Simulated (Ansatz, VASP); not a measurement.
## One calculation of CuI, two programs

POSCAR

```
CuI
1.0
    4.1053934722      0.0000000000      0.0000000000
    0.0000000000      4.0551101069      0.0000000000
    0.0000000000      0.0000000000      6.3456837528
Cu I
2 2
Direct
    0.5000000000      0.5000000000     -0.0021961599
    0.0000000000      0.0000000000      0.0021961599
    0.5000000000      0.0000000000      0.2650469183
    0.0000000000      0.5000000000      0.7349530817
```

INCAR.step1

```
SYSTEM = CuI
PREC     = Accurate       ! precision mode
ENCUT    = 520            ! plane-wave cutoff, eV
ISMEAR   = 0              ! smearing method
SIGMA    = 0.01           ! smearing width, eV
LREAL    = .False.        ! projectors in reciprocal space
LASPH    = .True.         ! aspherical terms in the spheres
NELM     = 80             ! most SCF steps
NBANDS   = 26             ! bands
GGA      = PE             ! functional
ALGO     = Normal         ! electronic algorithm
EDIFF    = 1E-4           ! SCF threshold, eV
LWAVE    = .True.         ! write WAVECAR
LCHARG   = .False.        ! write CHGCAR
```

File INCAR.step2:

```
SYSTEM = CuI
PREC     = Accurate       ! precision mode
ENCUT    = 520            ! plane-wave cutoff, eV
EDIFF    = 1E-7           ! SCF threshold, eV
ISMEAR   = 0              ! smearing method
SIGMA    = 0.01           ! smearing width, eV
LREAL    = .False.        ! projectors in reciprocal space
LASPH    = .True.         ! aspherical terms in the spheres
NELM     = 80             ! most SCF steps
ALGO     = Normal         ! electronic algorithm
ISIF     = 2              ! what is computed and relaxed
LWAVE    = .False.        ! write WAVECAR
LCHARG   = .False.        ! write CHGCAR
METAGGA  = R2SCAN         ! meta-GGA
LMIXTAU  = .True.       
NBANDS   = 26             ! bands
ISTART   = 1
```

KPOINTS

```
Automatic mesh
0
Gamma
  6 6 4
  0 0 0
```

Input for Ansatz:

```yaml
crystal:
  lattice:
    - [4.1053934722, 0.0, 0.0]
    - [0.0, 4.0551101069, 0.0]
    - [0.0, 0.0, 6.3456837528]
  atoms:
    - { symbol: Cu, position: [0.5, 0.5, -0.0021961599] }
    - { symbol: Cu, position: [0.0, 0.0, 0.0021961599] }
    - { symbol: I, position: [0.5, 0.0, 0.2650469183] }
    - { symbol: I, position: [0.0, 0.5, 0.7349530817] }
kpoints:
  mp_grid: { grid: [6, 6, 4] }
  band_path:
    path:
      - [0.0, 0.0, 0.0]
      - [0.0, 0.5, 0.0]
      - [0.5, 0.5, 0.0]
      - [0.0, 0.0, 0.5]
      - [0.0, 0.5, 0.5]
      - [0.5, 0.5, 0.5]
    npoints: 1
hamiltonian:
  xc: r2scan
scf:
  occupations: { method: fixed }
  n_extra_bands: 5
output:
  forces: true
  stress: true
  eigenvalues: true
```

Change from the starting cell: uniaxial_x strain +1.2%.

Alike in both runs: task single point; functional r2SCAN; k mesh 6 × 6 × 4; no spin polarisation.

```csv
,VASP,Ansatz
version,VASP 6.6.1,Ansatz 0.2.0
potentials or method,"VASP PAW PBE potentials, release 64 (Cu, I)","plane waves, PAW"
plane-wave cutoff (eV),520,500
occupations,"gaussian, width 0.01 eV",fixed
valence electrons in the cell,36,72
```

```csv
,VASP,Ansatz,Ansatz less VASP
gap on the k mesh at the Fermi level (eV),2.05,2.06,+0.004
pressure (GPa),0.7,0.7,0.00
"traceless stress, the component that is largest in VASP (GPa)",-0.41,-0.41,0.000
rms of the force components (eV/Å),0.003,0.005,+0.0020
```

VASP's potentials were made for PBE, not for r2SCAN. Atom by atom the forces differ by 0.003 eV/Å (rms over components). VASP's potentials hold 36 valence electrons a cell and Ansatz's 72, so a difference there can come from the potentials and not from the codes.

Spin-orbit coupling is off throughout.
